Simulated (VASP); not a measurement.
# Te2Mo (P6_3/mmc) in VASP: a series of runs

Te2Mo is run at these levels: r2SCAN+D3(BJ), r2SCAN+D4, r2SCAN, PBE, revPBE; tasks: single point.

Everything below comes from runs of VASP 6.6.1. Logs are shortened: lines on timing, memory, paths and dates and some standing lists are left out, and cuts for length are marked.

**What was measured.**

“Broadband infrared study of pressure-tunable Fano resonance and metallization transition in 2H-MoTe2”, 2022, pmc:9569381 quotes, for a bulk crystal of Te2Mo at 300 K: band gap 0.88 ± 0.05 eV (indirect).

How close the calculation comes is told below.

**1. The cell of the first run**

The structure is hexagonal, space group P6_3/mmc (No. 194). The conventional cell has a = 3.544 Å, b = 3.544 Å, c = 14.229 Å, α = 90.00°, β = 90.00°, γ = 120.00°. Within 3.6 Å of Te (site symmetry 3m) lie 3 Mo at 2.72 Å and 7 Te at 3.54 to 3.59 Å. Within 3.6 Å of Mo (site symmetry -6m2) lie 6 Te at 2.72 Å and 6 Mo at 3.54 Å.

**2. Single point, r2SCAN+D3(BJ)**

The input, POSCAR:

```
Te2Mo
1.0
    3.5439284671      0.0000000000      0.0000000000
   -1.7719642336      3.0691320817      0.0000000000
    0.0000000000      0.0000000000     14.2291540876
Te Mo
4 2
Direct
    0.6666666667      0.3333333333      0.3759912415
    0.3333333333      0.6666666667      0.8759912415
    0.6666666667      0.3333333333      0.1240087585
    0.3333333333      0.6666666667      0.6240087585
    0.6666666667      0.3333333333      0.7500000000
    0.3333333333      0.6666666667      0.2500000000
```

The input, INCAR.step1:

```
SYSTEM = Te2Mo
PREC = Accurate ; ENCUT = 520
ISMEAR = -1 ; SIGMA = 0.05
LREAL = .FALSE. ; LASPH = .TRUE.
NELM = 60 ; NBANDS = 35
GGA = PE ; ALGO = Normal
EDIFF = 1E-4 ; LWAVE = .TRUE.
LCHARG = .FALSE.
```

The input, INCAR.step2:

```
SYSTEM = Te2Mo
PREC = Accurate ; ENCUT = 520
EDIFF = 1E-6 ; ISMEAR = -1
SIGMA = 0.05 ; LREAL = .FALSE.
LASPH = .TRUE. ; NELM = 60
ALGO = Normal ; ISIF = 2
LWAVE = .FALSE. ; LCHARG = .FALSE.
METAGGA = R2SCAN ; LMIXTAU = .TRUE.
IVDW = 12 ; VDW_S6 = 1.0
VDW_S8 = 0.78981345 ; VDW_A1 = 0.49484001
VDW_A2 = 5.73083694 ; NBANDS = 35
ISTART = 1
```

The input, KPOINTS:

```
Automatic mesh
0
G
  9 9 2
  0 0 0
```

Potentials or basis: VASP PAW PBE potentials, release 64 (Te, Mo_sv).

The run is started by

```console
$ cat potpaw_PBE.64/Te/POTCAR potpaw_PBE.64/Mo_sv/POTCAR > POTCAR
$ cp INCAR.step1 INCAR
$ mpirun -np 1 vasp_std > vasp.out
$ cp INCAR.step2 INCAR
$ mpirun -np 1 vasp_std > vasp.out
```

OUTCAR:

```text
SYSTEM = Te2Mo
   PREC = Accurate
   ENCUT = 520
   EDIFF = 1E-6
   ISMEAR = -1
   LREAL = .FALSE.
   LASPH = .TRUE.
   NELM = 60
   ISIF = 2
   METAGGA = R2SCAN
   IVDW = 12
   ISTART = 1
 IVDW          = 12

 ion  position               nearest neighbor table
   1  0.667  0.333  0.376-   6 2.72   6 2.72   6 2.72   3 3.59
   2  0.333  0.667  0.876-   5 2.72   5 2.72   5 2.72   4 3.59
   3  0.667  0.333  0.124-   6 2.72   6 2.72   6 2.72   1 3.59
   4  0.333  0.667  0.624-   5 2.72   5 2.72   5 2.72   2 3.59
   5  0.667  0.333  0.750-   2 2.72   4 2.72   2 2.72   4 2.72   2 2.72   4 2.72
   6  0.333  0.667  0.250-   1 2.72   3 2.72   1 2.72   3 2.72   1 2.72   3 2.72

  LATTYP: Found a hexagonal cell.
 ALAT       =     3.5439284671
 C/A-ratio  =     4.0150793730

  Lattice vectors:

 A1 = (   3.5439284671,   0.0000000000,   0.0000000000)
 A2 = (  -1.7719642336,   3.0691320817,   0.0000000000)
 A3 = (   0.0000000000,   0.0000000000,  14.2291540876)

Analysis of symmetry for initial positions (statically):
=====================================================================
 Subroutine PRICEL returns:
 Original cell was already a primitive cell.

 Routine SETGRP: Setting up the symmetry group for a
 hexagonal supercell.

 Subroutine GETGRP returns: Found 24 space group operations
 (whereof 12 operations were pure point group operations)
 out of a pool of 24 trial point group operations.

The static configuration has the point symmetry D_3d.
 The point group associated with its full space group is D_6h.

Analysis of symmetry for dynamics (positions and initial velocities):
=====================================================================
 Subroutine PRICEL returns:
 Original cell was already a primitive cell.

 Routine SETGRP: Setting up the symmetry group for a
 hexagonal supercell.

 Subroutine GETGRP returns: Found 24 space group operations
 (whereof 12 operations were pure point group operations)
 out of a pool of 24 trial point group operations.

The dynamic configuration has the point symmetry D_3d.
 The point group associated with its full space group is D_6h.

 Subroutine INISYM returns: Found 24 space group operations
 (whereof 12 operations are pure point group operations),
 and found     1 'primitive' translations

----------------------------------------------------------------------------------------

                                     Primitive cell

  volume of cell :     154.7674

  direct lattice vectors                    reciprocal lattice vectors
     3.543928467  0.000000000  0.000000000     0.282172738  0.162912506  0.000000000
    -1.771964234  3.069132082  0.000000000     0.000000000  0.325825013  0.000000000
     0.000000000  0.000000000 14.229154088     0.000000000  0.000000000  0.070278247

  length of vectors
     3.543928467  3.543928467 14.229154088     0.325825013  0.325825013  0.070278247

  position of ions in fractional coordinates (direct lattice)
     0.666666667  0.333333333  0.375991242
     0.333333333  0.666666667  0.875991242
     0.666666667  0.333333333  0.124008758
     0.333333333  0.666666667  0.624008758
     0.666666667  0.333333333  0.750000000
     0.333333333  0.666666667  0.250000000

  ion indices of the primitive-cell ions
   primitive index   ion index
                 1           1
                 2           2
                 3           3
                 4           4
                 5           5
                 6           6

----------------------------------------------------------------------------------------

 KPOINTS: Automatic mesh

Automatic generation of k-mesh.
 Grid dimensions read from file:
 generate k-points for:    9    9    2

 Generating k-lattice:

  Cartesian coordinates                     Fractional coordinates (reciprocal lattice)
     0.031352526  0.018101390  0.000000000     0.111111111 -0.000000000  0.000000000
     0.000000000  0.036202779  0.000000000     0.000000000  0.111111111  0.000000000
     0.000000000  0.000000000  0.035139123     0.000000000  0.000000000  0.500000000

  Length of vectors
     0.036202779  0.036202779  0.035139123

  Shift w.r.t. Gamma in fractional coordinates (k-lattice)
     0.000000000  0.000000000  0.000000000

 Subroutine IBZKPT returns following result:
 ===========================================

 Found     24 irreducible k-points:

 Following reciprocal coordinates:
            Coordinates               Weight
  0.000000  0.000000  0.000000      1.000000
  0.111111  0.000000  0.000000      6.000000
  0.222222 -0.000000  0.000000      6.000000
  0.333333 -0.000000  0.000000      6.000000
  0.444444 -0.000000  0.000000      6.000000
  0.111111  0.111111  0.000000      6.000000
[... 16 lines left out ...]
  0.333333  0.222222  0.500000     12.000000
  0.333333  0.333333  0.500000      2.000000
   k-points           NKPTS =     24   k-points in BZ     NKDIM =     24   number of bands    NBANDS=     35
   number of dos      NEDOS =    301   number of ions     NIONS =      6
   total plane-waves  NPLWV =  84672
   dimension x,y,z NGX =    28 NGY =   28 NGZ =  108
   dimension x,y,z NGXF=    56 NGYF=   56 NGZF=  216
   ions per type =               4   2
   NGX,Y,Z   is equivalent  to a cutoff of  13.13, 13.13, 12.62 a.u.
   NGXF,Y,Z  is equivalent  to a cutoff of  26.27, 26.27, 25.24 a.u.
 SYSTEM =  Te2Mo
   PREC   = accura    normal or accurate (medium, high low for compatibility)
   ISTART =      1    job   : 0-new  1-cont  2-samecut
   ICHARG =      0    charge: 1-file 2-atom 10-const
   ISPIN  =      1    spin polarized calculation?
   LNONCOLLINEAR =      F non collinear calculations
   LSORBIT =      F    spin-orbit coupling
   LASPH  =      T    aspherical Exc in radial PAW
   ENCUT  =  520.0 eV  38.22 Ry    6.18 a.u.   6.59  6.59 26.46*2*pi/ulx,y,z
   NELM   =     60;   NELMIN=  2; NELMDL=  0     # of ELM steps
   EDIFF  = 0.1E-05   stopping-criterion for ELM
   LREAL  =      F    real-space projection
   EDIFFG = 0.1E-04   stopping-criterion for IOM
   NSW    =      0    number of steps for IOM
   IBRION =     -1    ionic relax: 0-MD 1-quasi-New 2-CG
   NFREE  =      0    steps in history (QN), initial steepest desc. (CG)
   ISIF   =      2    stress and relaxation
   ISYM   =      2    0-nonsym 1-usesym 2-fastsym
   POTIM  = 0.5000    time-step for ionic-motion
   TEBEG  =    0.0;   TEEND  =   0.0 temperature during run
   PSTRESS=    0.0 pullay stress
   NELECT =      52.0000    total number of electrons
   NUPDOWN=      -1.0000    fix difference up-down
   EMIN   =  10.00;   EMAX   =-10.00  energy-range for DOS
   EFERMI =   0.00;   METHOD = LEGACY
   ISMEAR =    -1;   SIGMA  =   0.05  broadening in eV -4-tet -1-fermi 0-gaus
   EFERMI_NEDOS =   21; number of points for ismear=-14 and -15
   IALGO  =     38    algorithm
   IMIX   =      4    mixing-type and parameters
     AMIX     =   0.40;   BMIX     =  1.00
     AMIX_MAG =   1.60;   BMIX_MAG =  1.00
  volume/ion in A,a.u.               =      25.79       174.07
  Fermi-wavevector in a.u.,A,eV,Ry     =   1.138106  2.150709 17.623428  1.295285
  Thomas-Fermi vector in A             =   2.274811
   LORBIT       =      0    0 simple, 1 ext, 2 COOP (PROOUT), +10 PAW based schemes
   METAGGA = R2SCAN    functional components
   LHFCALC =     F    Hartree Fock is set to
   AEXX    =    0.0000 exact exchange contribution
   IVDW    =    12    specifies the selected vdW correction
   LEPSILON=     F    determine dielectric tensor
   LRPA    =     F    only Hartree local field effects (RPA)
 non-spin polarized calculation
  energy-cutoff  :      520.00
  volume of cell :      154.77
 maximum number of plane-waves:      4240
 NGX is ok and might be reduce to    28
   NGX = 13   NGY = 13   NGZ = 53

 number of electron      52.0000003 magnetization

 Free energy of the ion-electron system (eV)
  ---------------------------------------------------
  ext. energy  EPLUGINS =         0.00000000
  ---------------------------------------------------
  free energy    TOTEN  =      -155.64222401 eV

  energy without entropy =     -155.64221927  energy(sigma->0) =     -155.64222164

 E-fermi :   8.0627     XC(G=0): -10.8187

 val. band max:        7.6215463751   @ k =   0.0000   0.0000   0.0000
 cond. band min:       8.5896873787   @ k =   0.2222   0.2222   0.0000
 fundamental gap:      0.9681410035
 Fermi energy:         8.0626797845

 k-point     1 :       0.0000    0.0000    0.0000
  band No.  band energies     occupation
      1     -55.1536      2.00000
      2     -55.1536      2.00000
      3     -28.5836      2.00000
      4     -28.5836      2.00000
      5     -28.4819      2.00000
      6     -28.4819      2.00000
[... 27 lines left out ...]
     34      11.0791      0.00000
     35      13.7931      0.00000

 k-point     2 :       0.1111    0.0000    0.0000
  band No.  band energies     occupation
      1     -55.1524      2.00000
      2     -55.1524      2.00000
      3     -28.5801      2.00000
      4     -28.5801      2.00000
      5     -28.4975      2.00000
      6     -28.4975      2.00000
[... 27 lines left out ...]
     34      10.9118      0.00000
     35      14.3456      0.00000

 k-point     3 :       0.2222   -0.0000    0.0000
  band No.  band energies     occupation
      1     -55.1494      2.00000
      2     -55.1494      2.00000
      3     -28.5711      2.00000
      4     -28.5711      2.00000
      5     -28.5368      2.00000
      6     -28.5368      2.00000
[... 27 lines left out ...]
     34      11.2496      0.00000
     35      14.3631      0.00000
[... 723 lines left out ...]
 k-point    23 :       0.3333    0.2222    0.5000
  band No.  band energies     occupation
      1     -55.1428      2.00000
      2     -55.1428      2.00000
      3     -28.5946      2.00000
      4     -28.5946      2.00000
      5     -28.5513      2.00000
      6     -28.5513      2.00000
[... 27 lines left out ...]
     34      11.4406      0.00000
     35      12.8789      0.00000

 k-point    24 :       0.3333    0.3333    0.5000
  band No.  band energies     occupation
      1     -55.1422      2.00000
      2     -55.1422      2.00000
      3     -28.5829      2.00000
      4     -28.5829      2.00000
      5     -28.5643      2.00000
      6     -28.5643      2.00000
[... 27 lines left out ...]
     34      11.5237      0.00000
     35      12.8119      0.00000

------------------------ aborting loop because EDIFF is reached ----------------------------------------

 Edisp (eV)   -1.45994

 E8    (eV) :    -0.5320

  FORCE on cell =-STRESS in cart. coord.  units (eV):
  Direction    XX          YY          ZZ          XY          YZ          ZX
  --------------------------------------------------------------------------------------
  -------------------------------------------------------------------------------------
  Total      -0.31542    -0.31542    -0.24537     0.00000     0.00000     0.00000
  in kB      -3.26524    -3.26524    -2.54013     0.00000     0.00000     0.00000
  external pressure =       -3.02 kB  Pullay stress =        0.00 kB

 VOLUME and BASIS-vectors are now :
 -----------------------------------------------------------------------------
  energy-cutoff  :      520.00
  volume of cell :      154.77
      direct lattice vectors                 reciprocal lattice vectors
     3.543928467  0.000000000  0.000000000     0.282172738  0.162912506  0.000000000
    -1.771964234  3.069132082  0.000000000     0.000000000  0.325825013  0.000000000
     0.000000000  0.000000000 14.229154088     0.000000000  0.000000000  0.070278247

 POSITION                                       TOTAL-FORCE (eV/Angst)
 -----------------------------------------------------------------------------------
      1.77196      1.02304      5.35004         0.000000     -0.000000      0.025542
     -0.00000      2.04609     12.46461         0.000000     -0.000000      0.025542
      1.77196      1.02304      1.76454         0.000000     -0.000000     -0.025542
     -0.00000      2.04609      8.87912         0.000000     -0.000000     -0.025542
      1.77196      1.02304     10.67187        -0.000000      0.000000      0.000000
     -0.00000      2.04609      3.55729         0.000000     -0.000000      0.000000
 -----------------------------------------------------------------------------------
    total drift:                               -0.000000      0.000000     -0.000000

  FREE ENERGIE OF THE ION-ELECTRON SYSTEM (eV)
  ---------------------------------------------------
  free  energy   TOTEN  =      -157.1021670516 eV

  energy  without entropy=     -157.1021623132  energy(sigma->0) =     -157.10216468
```

Wall time 5.3 min (1 thread of Intel Xeon 6975P-C (Granite Rapids), shared host); peak memory 0.35 GiB.

What came out:

| Property | Result |
| --- | --- |
| Free energy | -157.1022 eV |
| Pressure | -0.3 GPa |
| Largest force | 0.026 eV/Å |
| Band gap on the k mesh | 0.97 eV, indirect (least direct gap 1.08 eV) |
| Dispersion energy per atom | -0.243 eV |

Forces in eV/Å, atoms in the order of the input:
```
Te   0.000  0.000  0.026
Te   0.000  0.000  0.026
Te   0.000  0.000 -0.026
Te   0.000  0.000 -0.026
Mo   0.000  0.000  0.000
Mo   0.000  0.000  0.000
```

Caveat: three body term missing; the PAW data sets were made with another functional, which shifts forces and pressure a little; spin-orbit coupling is left out, which moves the levels of the heavy elements.

**3. Single point, r2SCAN+D4**

This run uses another cell than the first one, of 25.87 Å³/atom, 1.003 times its volume.

The input, POSCAR:

```
Te2Mo
1.0
    3.5463071983      0.0000000000      0.0000000000
   -1.7731535991      3.0711921233      0.0000000000
    0.0000000000      0.0000000000     14.2541983622
Te Mo
4 2
Direct
    0.6666666667      0.3333333333      0.3757253798
    0.3333333333      0.6666666667      0.8757253798
    0.6666666667      0.3333333333      0.1242746202
    0.3333333333      0.6666666667      0.6242746202
    0.6666666667      0.3333333333      0.7500000000
    0.3333333333      0.6666666667      0.2500000000
```

The input, INCAR.step1:

```
ALGO     = Normal         # electronic algorithm
EDIFF    = 1E-4           # SCF threshold, eV
ENCUT    = 520            # plane-wave cutoff, eV
GGA      = PE             # functional
ISMEAR   = -1             # smearing method
LASPH    = T              # aspherical terms in the spheres
LCHARG   = F              # write CHGCAR
LREAL    = F              # projectors in reciprocal space
LWAVE    = T              # write WAVECAR
NBANDS   = 35             # bands
NELM     = 100            # most SCF steps
PREC     = Accurate       # precision mode
SIGMA    = 0.05           # smearing width, eV
```

The input, INCAR.step2:

```
ALGO     = Normal         # electronic algorithm
EDIFF    = 1E-6           # SCF threshold, eV
ENCUT    = 520            # plane-wave cutoff, eV
ISIF     = 2              # what is computed and relaxed
ISMEAR   = -1             # smearing method
ISTART   = 1            
IVDW     = 13             # dispersion correction
LASPH    = T              # aspherical terms in the spheres
LCHARG   = F              # write CHGCAR
LMIXTAU  = T            
LREAL    = F              # projectors in reciprocal space
LWAVE    = F              # write WAVECAR
METAGGA  = R2SCAN         # meta-GGA
NBANDS   = 35             # bands
NELM     = 100            # most SCF steps
PREC     = Accurate       # precision mode
SIGMA    = 0.05           # smearing width, eV
VDW_A1   = 0.51559235   
VDW_A2   = 5.77342911   
VDW_S6   = 1.0          
VDW_S8   = 0.6018749
```

The input, KPOINTS:

```
k-points
0
Gamma
  9 9 2
```

Potentials or basis: VASP PAW PBE potentials, release 64 (Te, Mo_sv).

The run is started by

```console
$ cat potpaw_PBE.64/Te/POTCAR potpaw_PBE.64/Mo_sv/POTCAR > POTCAR
$ cp INCAR.step1 INCAR
$ mpirun -np 1 vasp_std > vasp.out
$ cp INCAR.step2 INCAR
$ mpirun -np 1 vasp_std > vasp.out
```

Wall time 5 min (1 thread of Intel Xeon 6975P-C (Granite Rapids), shared host); peak memory 0.36 GiB.

The run converged. Its results:

```yaml
Free_energy: -156.7317 eV
Pressure: 0.1 GPa
Largest_force: 0.025 eV/Å
Band_gap_on_the_k_mesh: 0.98 eV, indirect (least direct gap 1.08 eV)
Dispersion_energy_per_atom: -0.181 eV
```

Forces on the atoms (eV/Å):
```
Te   0.000  0.000  0.025
Te   0.000  0.000  0.025
Te   0.000  0.000 -0.025
Te   0.000  0.000 -0.025
Mo   0.000  0.000  0.000
Mo   0.000  0.000  0.000
```

Stress tensor (GPa, compression positive):
```
0.09 0.00 0.00
0.00 0.09 0.00
0.00 0.00 0.18
```

Levels at points of the mesh, in eV from the valence-band top:
| k point | band 22 | band 23 | band 24 | band 25 | band 26 | band 27 | band 28 | band 29 | band 30 | band 31 |
| --- | --- | --- | --- | --- | --- | --- | --- | --- | --- | --- |
| (0.00, 0.00, 0.00) | -1.14 | -1.14 | -0.94 | -0.54 | 0.00 | 2.99 | 2.99 | 3.09 | 3.09 | 3.26 |
| (0.00, 0.00, 0.50) | -1.15 | -1.15 | -1.15 | -0.12 | -0.12 | 3.02 | 3.02 | 3.02 | 3.02 | 3.37 |

Caveat: the PAW data sets were made with another functional, which shifts forces and pressure a little; spin-orbit coupling is left out, which moves the levels of the heavy elements.

(Part 1 of 2 ends here.)
